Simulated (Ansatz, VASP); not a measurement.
## Al6N in VASP and in Ansatz

```xyz
14
Lattice="2.9481 0.0000 0.0000 -1.4741 2.5532 0.0000 0.0000 0.0000 28.6136" Properties=species:S:1:pos:R:3 pbc="T T T"
Al    1.4741    0.8511   19.3465
Al    0.0000    0.0000   21.6722
Al    0.0000    1.7021   23.9948
Al    0.0000    1.7021   16.9912
Al    0.0000    1.7021    2.6251
Al    1.4741    0.8511    5.2526
Al    0.0000    0.0000    0.0240
Al    0.0000    0.0000    7.6851
Al    1.4741    0.8511   26.3667
Al    1.4741    0.8511   12.3042
Al    0.0000    0.0000   14.6737
Al    0.0000    1.7021    9.9726
N     0.0000    0.0000    1.9231
N     0.0000    1.7021    4.5088
```

Alike in both runs: functional PBE; k mesh 6 × 6 × 1; occupations gaussian, width 0.2 eV; no spin polarisation.

Ansatz relaxed the structure, and its values are those at the end. VASP's run is a single point on that final structure, the one shown.

|  | VASP | Ansatz |
| --- | --- | --- |
| version | VASP 6.6.1 | Ansatz 0.2.0 |
| potentials or method | VASP PAW PBE potentials, release 64 (Al, N), cutoff 520 eV | scalar-relativistic, plane waves, PAW |
| valence electrons in the cell | 46 | 46 |

VASP gave:

| Property | Result |
| --- | --- |
| gap on the k mesh at the Fermi level (eV) | none |
| pressure (GPa) | 0.2 |
| rms of the force components (eV/Å) | 0.017 |

Problem. Estimate Ansatz's values.

Solution. gap on the k mesh at the Fermi level (eV): none; pressure (GPa): 0.2; rms of the force components (eV/Å): 0.016.

A gap of «none» marks a metal or a gap that the smearing closes. The functional is the same, so the differences come from potentials, cutoffs and numerics.

The k mesh is coarse, so the values compare programs but aren't converged.
